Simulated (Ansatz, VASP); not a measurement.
## One calculation of S, two programs

INCAR

```
PREC     = Accurate       # precision mode
ENCUT    = 520            # plane-wave cutoff, eV
EDIFF    = 1E-7           # SCF threshold, eV
ISMEAR   = -1             # smearing method
SIGMA    = 0.05           # smearing width, eV
LREAL    = F              # projectors in reciprocal space
LASPH    = T              # aspherical terms in the spheres
NELM     = 80             # most SCF steps
ALGO     = Normal         # electronic algorithm
ISIF     = 2              # what is computed and relaxed
LWAVE    = F              # write WAVECAR
LCHARG   = F              # write CHGCAR
GGA      = PS             # functional
NBANDS   = 13             # bands
```

The input KPOINTS:

```
regular mesh
0
Gamma
  12 12 12
```

File POSCAR:

```
S
1.0
    0.0000000000      2.8960981135      2.8960981135
    2.8960981135      0.0000000000      2.8960981135
    2.8960981135      2.8960981135      0.0000000000
S
2
Direct
    0.0000000000      0.0000000000      0.0000000000
    0.2500000000      0.2500000000      0.2500000000
```

Input for Ansatz:

```yaml
crystal:
  lattice:
    - [0.0, 2.8960981135, 2.8960981135]
    - [2.8960981135, 0.0, 2.8960981135]
    - [2.8960981135, 2.8960981135, 0.0]
  atoms:
    - { symbol: S, position: [0.0, 0.0, 0.0] }
    - { symbol: S, position: [0.25, 0.25, 0.25] }
kpoints:
  mp_grid: { grid: [12, 12, 12] }
  band_path:
    path:
      - [0.0, 0.0, 0.0]
      - [0.5, 0.0, 0.5]
      - [0.625, 0.25, 0.625]
      - [0.375, 0.375, 0.75]
      - [0.0, 0.0, 0.0]
      - [0.5, 0.5, 0.5]
      - [0.5, 0.25, 0.75]
      - [0.5, 0.0, 0.5]
    npoints: 5
scf:
  occupations: { method: fermi_dirac, width: 0.05 }
hamiltonian:
  xc: pbesol
  pseudopotentials: { kind: all_electron, lapw: { basis_error: 0.001 } }
output:
  forces: true
  stress: true
  eigenvalues: true
```

Alike in both runs: task single point; functional PBEsol; k mesh 12 × 12 × 12; occupations fermi-dirac, width 0.05 eV; no spin polarisation.

```csv
,VASP,Ansatz
version,VASP 6.6.1,Ansatz 0.2.0
potentials or method,"VASP PAW PBE potentials, release 64 (S), cutoff 520 eV","all-electron LAPW, scalar-relativistic"
```

|  | VASP | Ansatz | Ansatz less VASP |
| --- | --- | --- | --- |
| pressure (GPa) | -2.5 | -2.5 | -0.02 |

VASP's potentials were made for PBE, not for PBEsol. Ansatz ran all-electron here, and VASP with PAW potentials.
